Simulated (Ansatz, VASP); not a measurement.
# Two plane-wave programs on InP

```xyz
2
Lattice="0.0000 2.9343 2.9343 2.9343 0.0000 2.9343 2.9343 2.9343 0.0000" Properties=species:S:1:pos:R:3 pbc="T T T"
In    0.0000    0.0000    0.0000
P     1.4672    1.4672    1.4672
```

Alike in both runs: task electric field gradients; functional PBE; k mesh 13 × 13 × 13; occupations fermi-dirac, width 0.02 eV; no spin polarisation.

|  | VASP | Ansatz |
| --- | --- | --- |
| version | VASP 6.6.1 | Ansatz 0.2.0 |
| potentials or method | VASP PAW PBE potentials, release 64 (In_d, P) | plane-wave PAW, scalar-relativistic |
| plane-wave cutoff (eV) | 520 | 420 |
| valence electrons in the cell | 18 | 18 |

|  | VASP | Ansatz | Ansatz less VASP |
| --- | --- | --- | --- |
| pressure (GPa) | 3.0 | 3.1 | +0.05 |
